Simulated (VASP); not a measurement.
# Au (Fm-3m) in VASP: notebook

The runs below take Au through single point, with PBE.

Everything below comes from runs of VASP 6.6.1. Logs are shortened: lines on timing, memory, paths and dates and some standing lists are left out, and cuts for length are marked.

## Step 1: The cell of the first run

The structure is cubic, space group Fm-3m (No. 225). The conventional cell has a = 4.199 Å, b = 4.199 Å, c = 4.199 Å, α = 90.00°, β = 90.00°, γ = 90.00°. Au (site symmetry m-3m) has 12 Au at 2.97 Å within 3.9 Å.

## Step 2: Single point, PBE (volume scaled by 1.03)

INCAR reads:

```
SYSTEM = Au
PREC = Accurate
ENCUT = 520
EDIFF = 1E-6
ISMEAR = 0
SIGMA = 0.1
LREAL = .False.
LASPH = .True.
NELM = 80
ALGO = Fast
ISIF = 2
LWAVE = .False.
LCHARG = .False.
GGA = PE
NBANDS = 12
```

KPOINTS reads:

```
Automatic mesh
0
Gamma
  18 18 18
  0 0 0
```

POSCAR reads:

```
Au
1.0
    0.0000000000      2.0996427095      2.0996427095
    2.0996427095      0.0000000000      2.0996427095
    2.0996427095      2.0996427095      0.0000000000
Au
1
Direct
    0.0000000000      0.0000000000      0.0000000000
```

Potentials or basis: VASP PAW PBE potentials, release 64 (Au).

Run with:

```sh
> cat potpaw_PBE.64/Au/POTCAR > POTCAR
> mpirun -np 1 vasp_std > vasp.out
```

OUTCAR:

```text
SYSTEM = Au
   PREC = Accurate
   ENCUT = 520
   EDIFF = 1E-6
   ISMEAR = 0
   LREAL = .False.
   LASPH = .True.
   NELM = 80
   ISIF = 2
   GGA = PE

 ion  position               nearest neighbor table
   1  0.000  0.000  0.000-

  LATTYP: Found a face centered cubic cell.
 ALAT       =     4.1992854190

  Lattice vectors:

 A1 = (   0.0000000000,   2.0996427095,   2.0996427095)
 A2 = (   2.0996427095,   0.0000000000,   2.0996427095)
 A3 = (   2.0996427095,   2.0996427095,   0.0000000000)

Analysis of symmetry for initial positions (statically):
=====================================================================
 Subroutine PRICEL returns:
 Original cell was already a primitive cell.

 Routine SETGRP: Setting up the symmetry group for a
 face centered cubic supercell.

 Subroutine GETGRP returns: Found 48 space group operations
 (whereof 48 operations were pure point group operations)
 out of a pool of 48 trial point group operations.

The static configuration has the point symmetry O_h .

Analysis of symmetry for dynamics (positions and initial velocities):
=====================================================================
 Subroutine PRICEL returns:
 Original cell was already a primitive cell.

 Routine SETGRP: Setting up the symmetry group for a
 face centered cubic supercell.

 Subroutine GETGRP returns: Found 48 space group operations
 (whereof 48 operations were pure point group operations)
 out of a pool of 48 trial point group operations.

The dynamic configuration has the point symmetry O_h .

 Subroutine INISYM returns: Found 48 space group operations
 (whereof 48 operations are pure point group operations),
 and found     1 'primitive' translations

----------------------------------------------------------------------------------------

                                     Primitive cell

  volume of cell :      18.5125

  direct lattice vectors                    reciprocal lattice vectors
     0.000000000  2.099642709  2.099642709    -0.238135754  0.238135754  0.238135754
     2.099642709  0.000000000  2.099642709     0.238135754 -0.238135754  0.238135754
     2.099642709  2.099642709  0.000000000     0.238135754  0.238135754 -0.238135754

  length of vectors
     2.969343196  2.969343196  2.969343196     0.412463225  0.412463225  0.412463225

  position of ions in fractional coordinates (direct lattice)
     0.000000000  0.000000000  0.000000000

  ion indices of the primitive-cell ions
   primitive index   ion index
                 1           1

----------------------------------------------------------------------------------------

 KPOINTS: Automatic mesh

Automatic generation of k-mesh.
 Grid dimensions read from file:
 generate k-points for:   18   18   18

 Generating k-lattice:

  Cartesian coordinates                     Fractional coordinates (reciprocal lattice)
    -0.013229764  0.013229764  0.013229764     0.055555556  0.000000000  0.000000000
     0.013229764 -0.013229764  0.013229764     0.000000000  0.055555556  0.000000000
     0.013229764  0.013229764 -0.013229764     0.000000000  0.000000000  0.055555556

  Length of vectors
     0.022914624  0.022914624  0.022914624

  Shift w.r.t. Gamma in fractional coordinates (k-lattice)
     0.000000000  0.000000000  0.000000000

 Subroutine IBZKPT returns following result:
 ===========================================

 Found    195 irreducible k-points:

 Following reciprocal coordinates:
            Coordinates               Weight
  0.000000  0.000000  0.000000      1.000000
  0.055556  0.000000  0.000000      8.000000
  0.111111  0.000000  0.000000      8.000000
  0.166667  0.000000  0.000000      8.000000
  0.222222  0.000000  0.000000      8.000000
  0.277778  0.000000  0.000000      8.000000
[... 16 lines left out ...]
 -0.277778  0.055556  0.000000     24.000000
 -0.222222  0.055556  0.000000     24.000000
 [... further k-points ...]
   k-points           NKPTS =    195   k-points in BZ     NKDIM =    195   number of bands    NBANDS=     12
   number of dos      NEDOS =    301   number of ions     NIONS =      1
   total plane-waves  NPLWV =  13824
   dimension x,y,z NGX =    24 NGY =   24 NGZ =   24
   dimension x,y,z NGXF=    48 NGYF=   48 NGZF=   48
   ions per type =               1
   NGX,Y,Z   is equivalent  to a cutoff of  13.44, 13.44, 13.44 a.u.
   NGXF,Y,Z  is equivalent  to a cutoff of  26.87, 26.87, 26.87 a.u.
 SYSTEM =  Au
   PREC   = accura    normal or accurate (medium, high low for compatibility)
   ISTART =      0    job   : 0-new  1-cont  2-samecut
   ICHARG =      2    charge: 1-file 2-atom 10-const
   ISPIN  =      1    spin polarized calculation?
   LNONCOLLINEAR =      F non collinear calculations
   LSORBIT =      F    spin-orbit coupling
   LASPH  =      T    aspherical Exc in radial PAW
   ENCUT  =  520.0 eV  38.22 Ry    6.18 a.u.   5.52  5.52  5.52*2*pi/ulx,y,z
   NELM   =     80;   NELMIN=  2; NELMDL= -5     # of ELM steps
   EDIFF  = 0.1E-05   stopping-criterion for ELM
   LREAL  =      F    real-space projection
   EDIFFG = 0.1E-04   stopping-criterion for IOM
   NSW    =      0    number of steps for IOM
   IBRION =     -1    ionic relax: 0-MD 1-quasi-New 2-CG
   NFREE  =      0    steps in history (QN), initial steepest desc. (CG)
   ISIF   =      2    stress and relaxation
   ISYM   =      2    0-nonsym 1-usesym 2-fastsym
   POTIM  = 0.5000    time-step for ionic-motion
   TEBEG  =    0.0;   TEEND  =   0.0 temperature during run
   PSTRESS=    0.0 pullay stress
   NELECT =      11.0000    total number of electrons
   NUPDOWN=      -1.0000    fix difference up-down
   EMIN   =  10.00;   EMAX   =-10.00  energy-range for DOS
   EFERMI =   0.00;   METHOD = LEGACY
   ISMEAR =     0;   SIGMA  =   0.10  broadening in eV -4-tet -1-fermi 0-gaus
   EFERMI_NEDOS =   21; number of points for ismear=-14 and -15
   IALGO  =     68    algorithm
   IMIX   =      4    mixing-type and parameters
     AMIX     =   0.40;   BMIX     =  1.00
     AMIX_MAG =   1.60;   BMIX_MAG =  1.00
  volume/ion in A,a.u.               =      18.51       124.93
  Fermi-wavevector in a.u.,A,eV,Ry     =   1.376312  2.600853 25.772640  1.894236
  Thomas-Fermi vector in A             =   2.501568
   LORBIT       =      0    0 simple, 1 ext, 2 COOP (PROOUT), +10 PAW based schemes
   GGA     = PE    functional components
   LHFCALC =     F    Hartree Fock is set to
   AEXX    =    0.0000 exact exchange contribution
   IVDW    =     0    specifies the selected vdW correction
   LEPSILON=     F    determine dielectric tensor
   LRPA    =     F    only Hartree local field effects (RPA)
 non-spin polarized calculation
 RMM-DIIS sequential band-by-band and
 Gauss-broadening in eV      SIGMA  =   0.10
  energy-cutoff  :      520.00
  volume of cell :       18.51
 maximum number of plane-waves:       531
 NGX is ok and might be reduce to    24
   NGX = 11   NGY = 11   NGZ = 11

 number of electron      10.9999999 magnetization

 Free energy of the ion-electron system (eV)
  ---------------------------------------------------
  ext. energy  EPLUGINS =         0.00000000
  ---------------------------------------------------
  free energy    TOTEN  =        -3.21526475 eV

  energy without entropy =       -3.21402609  energy(sigma->0) =       -3.21464542

 E-fermi :   8.0932     XC(G=0): -12.2258

 val. band max:        8.0694264497   @ k =   0.5000   0.2778   0.1111
 cond. band min:       8.1356863019   @ k =   0.5000   0.1667   0.0556
 fundamental gap:      0.0662598522
 Fermi energy:         8.0931819514

 k-point     1 :       0.0000    0.0000    0.0000
  band No.  band energies     occupation
      1      -0.8576      2.00000
      2       3.8811      2.00000
      3       3.8811      2.00000
      4       3.8811      2.00000
      5       5.1883      2.00000
      6       5.1883      2.00000
      7      22.7567      0.00000
      8      26.2787      0.00000
      9      26.2787      0.00000
     10      26.2787      0.00000
     11      30.9304      0.00000
     12      34.7249      0.00000

 k-point     2 :       0.0556    0.0000    0.0000
  band No.  band energies     occupation
      1      -0.7574      2.00000
      2       3.8513      2.00000
      3       3.9140      2.00000
      4       3.9140      2.00000
      5       5.1742      2.00000
      6       5.1742      2.00000
      7      22.8595      0.00000
      8      25.5585      0.00000
      9      26.3805      0.00000
     10      26.3805      0.00000
     11      31.4607      0.00000
     12      33.5582      0.00000

 k-point     3 :       0.1111    0.0000    0.0000
  band No.  band energies     occupation
      1      -0.4644      2.00000
      2       3.7762      2.00000
      3       3.9997      2.00000
      4       3.9997      2.00000
      5       5.1459      2.00000
      6       5.1459      2.00000
      7      23.0191      0.00000
      8      24.1278      0.00000
      9      26.6609      0.00000
     10      26.6609      0.00000
     11      30.9389      0.00000
     12      32.9551      0.00000
[... 286 lines left out ...]
 k-point    23 :      -0.2778    0.0556    0.0000
  band No.  band energies     occupation
      1       1.2948      2.00000
      2       3.9467      2.00000
      3       4.1184      2.00000
      4       4.1295      2.00000
      5       5.3616      2.00000
      6       5.8238      2.00000
      7      17.0297      0.00000
      8      23.2293      0.00000
      9      25.2816      0.00000
     10      27.6750      0.00000
     11      29.1385      0.00000
     12      30.4498      0.00000

 k-point    24 :      -0.2222    0.0556    0.0000
  band No.  band energies     occupation
      1       0.8227      2.00000
      2       3.6709      2.00000
      3       4.1525      2.00000
      4       4.1819      2.00000
      5       5.1168      2.00000
      6       5.5320      2.00000
      7      19.1901      0.00000
      8      23.5671      0.00000
      9      25.8870      0.00000
     10      28.4098      0.00000
     11      28.5545      0.00000
     12      30.2044      0.00000

 [... further k-points ...]
[... 5 lines left out ...]
  --------------------------------------------------------------------------------------
  -------------------------------------------------------------------------------------
  Total       -0.4600488     -0.4600488     -0.4600488     -0.0000000      0.0000000      0.0000000
  in kB      -39.8151447    -39.8151447    -39.8151447     -0.0000000      0.0000000      0.0000000
  external PRESSURE =     -39.8151447 kB  Pullay stress =       0.0000000 kB

 VOLUME and BASIS-vectors are now :
 -----------------------------------------------------------------------------
  energy-cutoff  :      520.00
  volume of cell :       18.51
      direct lattice vectors                 reciprocal lattice vectors
     0.000000000  2.099642709  2.099642709    -0.238135754  0.238135754  0.238135754
     2.099642709  0.000000000  2.099642709     0.238135754 -0.238135754  0.238135754
     2.099642709  2.099642709  0.000000000     0.238135754  0.238135754 -0.238135754

 POSITION                                       TOTAL-FORCE (eV/Angst)
 -----------------------------------------------------------------------------------
      0.00000      0.00000      0.00000         0.000000      0.000000      0.000000
 -----------------------------------------------------------------------------------
    total drift:                               -0.000000      0.000000      0.000000

  FREE ENERGIE OF THE ION-ELECTRON SYSTEM (eV)
  ---------------------------------------------------
  free  energy   TOTEN  =        -3.2152647464 eV

  energy  without entropy=       -3.2140260896  energy(sigma->0) =       -3.21464542
```

Run time: 13 s. Hardware: 1 thread of Intel Xeon 6975P-C (Granite Rapids), shared host; peak memory 0.17 GiB.

Results:

| Quantity | Value |
| --- | --- |
| Free energy | -3.2153 eV |
| Pressure | -4.0 GPa |

Caveat: the cell differs from its parent crystal (volume scaled by 1.03); spin-orbit coupling is left out, which moves the levels of the heavy elements.

## Step 3: Single point, PBE (volume scaled by 1.06)

INCAR reads:

```
PREC = Accurate
ENCUT = 520
EDIFF = 1E-6
ISMEAR = 0
SIGMA = 0.1
LREAL = F
LASPH = T
NELM = 100
ALGO = Fast
ISIF = 2
LWAVE = F
LCHARG = F
GGA = PE
NBANDS = 12
```

KPOINTS reads:

```
Automatic mesh
0
Gamma
  18 18 18
```

POSCAR reads:

```
Au
1.0
    0.0000000000      2.1198328203      2.1198328203
    2.1198328203      0.0000000000      2.1198328203
    2.1198328203      2.1198328203      0.0000000000
Au
1
Direct
    0.0000000000      0.0000000000      0.0000000000
```

Potentials or basis: VASP PAW PBE potentials, release 64 (Au).

Run with:

```sh
> cat potpaw_PBE.64/Au/POTCAR > POTCAR
> mpirun -np 1 vasp_std > vasp.out
```

Run time: 12 s. Hardware: 1 thread of Intel Xeon 6975P-C (Granite Rapids), shared host; peak memory 0.17 GiB.

The run converged. Its results:

- Free energy: -3.1967 eV
- Pressure: -7.0 GPa

Levels at points of the mesh, in eV from the Fermi level:
```tsv
k point	band 3	band 4	band 5	band 6	band 7	band 8	band 9	band 10
(0.00, 0.00, 0.00)	-4.07	-4.07	-2.83	-2.83	14.68	18.04	18.04	18.04
(0.50, 0.00, 0.00)	-4.10	-1.84	-1.84	-0.39	2.58	14.11	16.34	16.34
(0.50, 0.50, 0.00)	-1.88	-1.58	-1.58	1.39	4.99	9.75	9.75	16.10
```

Caveat: the cell differs from its parent crystal (volume scaled by 1.06); spin-orbit coupling is left out, which moves the levels of the heavy elements.

## Step 4: Single point, PBE (volume scaled by 1.10)

INCAR reads:

```
PREC     = Accurate       # precision mode
ENCUT    = 520            # plane-wave cutoff, eV
EDIFF    = 1E-6           # SCF threshold, eV
ISMEAR   = 0              # smearing method
SIGMA    = 0.1            # smearing width, eV
LREAL    = False          # projectors in reciprocal space
LASPH    = True           # aspherical terms in the spheres
NELM     = 80             # most SCF steps
ALGO     = Normal         # electronic algorithm
ISIF     = 2              # what is computed and relaxed
LWAVE    = False          # write WAVECAR
LCHARG   = False          # write CHGCAR
GGA      = PE             # functional
NBANDS   = 12             # bands
```

KPOINTS reads:

```
regular mesh
0
Gamma
  18 18 18
```

POSCAR reads:

```
Au
1.0
    0.0000000000      2.1461688402      2.1461688402
    2.1461688402      0.0000000000      2.1461688402
    2.1461688402      2.1461688402      0.0000000000
Au
1
Direct
    0.0000000000      0.0000000000      0.0000000000
```

Run with:

```sh
> cat potpaw_PBE.64/Au/POTCAR > POTCAR
> mpirun -np 1 vasp_std > vasp.out
```

It took 11 s on 1 thread of Intel Xeon 6975P-C (Granite Rapids), shared host; peak memory 0.17 GiB.

It converged, with:

- Free energy: -3.1580 eV
- Pressure: -10.2 GPa

Levels at points of the mesh, in eV from the Fermi level:
```csv
k point,band 3,band 4,band 5,band 6,band 7,band 8,band 9,band 10
"(0.00, 0.00, 0.00)",-3.92,-3.92,-2.75,-2.75,14.68,17.82,17.82,17.82
"(0.50, 0.00, 0.00)",-3.94,-1.83,-1.83,-0.24,2.40,14.10,16.04,16.04
"(0.50, 0.50, 0.00)",-1.87,-1.59,-1.59,1.48,4.72,9.63,9.63,15.72
```

Caveat: the cell differs from its parent crystal (volume scaled by 1.10); spin-orbit coupling is left out, which moves the levels of the heavy elements.

## Step 5: Single point, PBE

This run uses another cell than the first one, of 17.97 Å³/atom, 0.971 times its volume.

INCAR reads:

```
SYSTEM = Au
PREC = Accurate ; ENCUT = 520
EDIFF = 1E-7 ; ISMEAR = 0
SIGMA = 0.1 ; LREAL = .False.
LASPH = .True. ; NELM = 100
ALGO = Normal ; ISIF = 2
LWAVE = .False. ; LCHARG = .True.
GGA = PE ; LELF = .True.
LVHAR = .True. ; NBANDS = 12
```

KPOINTS reads:

```
Automatic mesh
0
Gamma
  18 18 18
  0 0 0
```

POSCAR reads:

```
Au
1.0
    0.0000000000      2.0790566519      2.0790566519
    2.0790566519      0.0000000000      2.0790566519
    2.0790566519      2.0790566519      0.0000000000
Au
1
Direct
    0.0000000000      0.0000000000      0.0000000000
```

Run with:

```sh
> cat potpaw_PBE.64/Au/POTCAR > POTCAR
> mpirun -np 1 vasp_std > vasp.out
```

Wall time 20 s (1 thread of Intel Xeon Platinum 8259CL at 2.50GHz (Skylake/Cascade Lake), shared host); peak memory 0.17 GiB.

Results (log left out):

```yaml
Free_energy: -3.2224 eV
Pressure: -0.3 GPa
```

Levels at points of the mesh, in eV from the Fermi level:
| k point | band 3 | band 4 | band 5 | band 6 | band 7 | band 8 | band 9 | band 10 |
| --- | --- | --- | --- | --- | --- | --- | --- | --- |
| (0.00, 0.00, 0.00) | -4.37 | -4.37 | -2.99 | -2.99 | 14.63 | 18.32 | 18.32 | 18.32 |
| (0.50, 0.00, 0.00) | -4.40 | -1.90 | -1.90 | -0.66 | 2.84 | 14.07 | 16.78 | 16.78 |
| (0.50, 0.50, 0.00) | -1.94 | -1.60 | -1.60 | 1.22 | 5.40 | 9.90 | 9.90 | 16.69 |

Caveat: spin-orbit coupling is left out, which moves the levels of the heavy elements.

## Step 6: The runs side by side

```tsv
cell	gap on the mesh (eV)	pressure (GPa)
a = 2.969 Å, angles 60.0°, 1 atom	none	-4.0
a = 2.998 Å, angles 60.0°, 1 atom	none	-7.0
a = 3.035 Å, angles 60.0°, 1 atom	none	-10.2
a = 2.940 Å, angles 60.0°, 1 atom	none	-0.3
```

Alike in all rows: task single point; level PBE; potentials or basis VASP PAW PBE potentials, release 64 (Au); no spin polarisation; k mesh 18 × 18 × 18; cutoff (eV) 520; smearing gaussian 0.1 eV.

Caveats: spin-orbit coupling is left out, which moves the levels of the heavy elements.

Absolute energies hang on the potentials; compare differences alone.
